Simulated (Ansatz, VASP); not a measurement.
# Two plane-wave programs on Zn

```xyz
2
Lattice="2.5532 0.0000 0.0000 -1.2766 2.2111 0.0000 0.0000 0.0000 4.8397" Properties=species:S:1:pos:R:3 pbc="T T T"
Zn    0.0000    1.4741    1.2099
Zn    1.2766    0.7370    3.6298
```

Alike in both runs: functional LDA; k mesh 18 × 18 × 8; occupations gaussian, width 0.1 eV; no spin polarisation.

Ansatz relaxed the structure, and its values are those at the end. VASP's run is a single point on that final structure, the one shown.

```csv
,VASP,Ansatz
version,VASP 6.6.1,Ansatz 0.2.0
potentials or method,"VASP PAW LDA potentials, release 64 (Zn), cutoff 520 eV","scalar-relativistic, plane waves, PAW"
valence electrons in the cell,24,24
```

|  | VASP | Ansatz | Ansatz less VASP |
| --- | --- | --- | --- |
| gap on the k mesh at the Fermi level (eV) | none | none | - |
| pressure (GPa) | 0.7 | 0.0 | -0.73 |

LDA's correlation is that of Perdew and Zunger in VASP and of Perdew and Wang (1992) in Ansatz. A gap of «none» marks a metal or a gap that the smearing closes.
